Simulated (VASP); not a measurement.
Runs of VASP 6.6.1 on MgO (rock salt type). The structure is that of space group Fm-3m (No. 225), or close to it. The cells are those of the table. 

```tsv
level	cell	k mesh	smearing	grid for exact exchange (PRECFOCK)	screening parameter	gap on the mesh (eV)	pressure (GPa)
HSE06	a = 3.005 Å, angles 60.0°, 2 atoms	3 × 3 × 3	fermi-dirac 0.02 eV	Normal	0.2079 1/Å	6.21	(c)
r2SCAN	a = 3.005 Å, angles 60.0°, 2 atoms	6 × 6 × 6	fermi-dirac 0.02 eV	-	-	5.34	(a)
HSE06	a = 2.923 Å, angles 60.0°, 2 atoms	4 × 4 × 4	fermi-dirac 0.05 eV	Normal	0.2079 1/Å	7.07	8.9
HSE06	a = 3.005 Å, angles 60.0°, 2 atoms	4 × 4 × 4	fermi-dirac 0.02 eV	Normal	0.2079 1/Å	6.17	(b)
PBE	a = 3.005 Å, angles 60.0°, 2 atoms	6 × 6 × 6	fermi-dirac 0.02 eV	-	-	4.47	-0.3
```

Alike in all rows: task single point; potentials or basis VASP PAW PBE potentials, release 64 (Mg, O); no spin polarisation; cutoff (eV) 520.

Task: Fill in the values left out.

Result: (a) -6.2; (b) -5.7; (c) -5.5.

Caveats: all runs use coarse meshes; the PAW data sets were made with another functional, which shifts forces and pressure a little (some runs).

